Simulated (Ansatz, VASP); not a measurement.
# One calculation of TaN, two programs

```xyz
4
Lattice="3.0500 0.0000 0.0000 -1.5250 2.6414 0.0000 0.0000 0.0000 4.9400" Properties=species:S:1:pos:R:3 pbc="T T T"
Ta    0.0000    1.7609    0.0000
Ta    1.5250    0.8805    2.4700
N     0.0000    1.7609    1.9019
N     1.5250    0.8805    4.3719
```

Alike in both runs: task single point; functional PBE; k mesh 3 × 3 × 1; occupations gaussian, width 0.1 eV; no spin polarisation.

|  | VASP | Ansatz |
| --- | --- | --- |
| version | VASP 6.6.1 | Ansatz 0.2.0 |
| potentials or method | VASP PAW PBE potentials, release 64 (Ta_pv, N), cutoff 520 eV | scalar-relativistic, plane waves, PAW |
| valence electrons in the cell | 32 | 36 |

|  | VASP | Ansatz | Ansatz less VASP |
| --- | --- | --- | --- |
| gap on the k mesh at the Fermi level (eV) | none | none | - |
| rms of the force components (eV/Å) | 1.045 | 1.037 | -0.0072 |

Atom by atom the forces differ by 0.007 eV/Å (rms over components). A gap of «none» marks a metal or a gap that the smearing closes. The functional is the same, so the differences come from potentials, cutoffs and numerics. VASP's potentials hold 32 valence electrons a cell and Ansatz's 36, so a difference there can come from the potentials and not from the codes.

The k mesh is coarse, so the values compare programs but aren't converged. Neither program's run includes spin-orbit coupling.
